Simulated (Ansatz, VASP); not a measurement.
# Al in VASP and in Ansatz

Contents of INCAR:

```
ALGO = Normal
EDIFF = 1E-6
ENCUT = 520
GGA = PE
ISIF = 2
ISMEAR = -1
LASPH = T
LCHARG = F
LREAL = F
LWAVE = F
NBANDS = 8
NELM = 60
PREC = Accurate
SIGMA = 0.05
```

Contents of KPOINTS:

```
k-points
0
Gamma
  14 14 14
```

File POSCAR:

```
Al
1.0
    0.0202398000      2.0340999000      2.0340999000
    2.0340999000      0.0202398000      2.0340999000
    2.0340999000      2.0340999000      0.0202398000
Al
1
Direct
    0.0000000000      0.0000000000      0.0000000000
```

Input for Ansatz:

```yaml
crystal:
  lattice:
    - [0.0202398, 2.0340999, 2.0340999]
    - [2.0340999, 0.0202398, 2.0340999]
    - [2.0340999, 2.0340999, 0.0202398]
  atoms:
    - { symbol: Al, position: [0.0, 0.0, 0.0] }
kpoints:
  mp_grid: { grid: [14, 14, 14] }
  band_path:
    path:
      - [0.0, 0.0, 0.0]
      - [0.5, 0.5, 0.5]
      - [0.247543133, 0.5, 0.752456867]
      - [-0.247543133, 0.247543133, 0.5]
      - [0.0, 0.0, 0.5]
      - [0.0, 0.0, 0.0]
      - [-0.3737715665, 0.0, 0.3737715665]
      - [0.0, 0.3737715665, 0.6262284335]
      - [0.0, 0.5, 0.5]
    npoints: 5
scf:
  occupations: { method: fermi_dirac, width: 0.05 }
hamiltonian:
  xc: pbe
  pseudopotentials: { kind: all_electron, lapw: { basis_error: 0.001 } }
output:
  forces: true
  stress: true
  eigenvalues: true
```

Change from the starting cell: equal xy, yz and zx shear strains of +1 %.

Alike in both runs: task single point; functional PBE; k mesh 14 × 14 × 14; occupations fermi-dirac, width 0.05 eV; no spin polarisation.

|  | VASP | Ansatz |
| --- | --- | --- |
| version | VASP 6.6.1 | Ansatz 0.2.0 |
| potentials or method | VASP PAW PBE potentials, release 64 (Al), cutoff 520 eV | all-electron LAPW, scalar-relativistic |

|  | VASP | Ansatz | Ansatz less VASP |
| --- | --- | --- | --- |
| pressure (GPa) | -0.6 | -0.6 | +0.04 |

Ansatz ran all-electron here, and VASP with PAW potentials.
